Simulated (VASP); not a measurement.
Input of a VASP 6.6.1 run:

The input INCAR:

```
SYSTEM = Ag
  PREC = Accurate
  ENCUT = 520
  EDIFF = 1E-6
  ISMEAR = 1
  SIGMA = 0.05
  LREAL = .FALSE.
  LASPH = .TRUE.
  NELM = 100
  ALGO = Normal
  ISIF = 2
  LWAVE = .FALSE.
  LCHARG = .FALSE.
  GGA = PS
  NBANDS = 12
```

KPOINTS

```
Automatic mesh
0
G
  20 20 20
  0 0 0
```

Contents of POSCAR:

```
Ag
1.0
    2.8669908290      0.0000000000      0.0000000000
    1.4334954145      2.4828868903      0.0000000000
    1.4334954145      0.8276289634      2.3408882094
Ag
1
Direct
    0.0000000000      0.0000000000      0.0000000000
```

Potentials or basis: VASP PAW PBE potentials, release 64 (Ag).

Launch:

```sh
$ cat potpaw_PBE.64/Ag/POTCAR > POTCAR
$ mpirun -np 1 vasp_std > vasp.out
```

Question: What does it give for the pressure?

Answer: -0.2 GPa.

Caveat: the PAW data sets were made with another functional, which shifts forces and pressure a little.
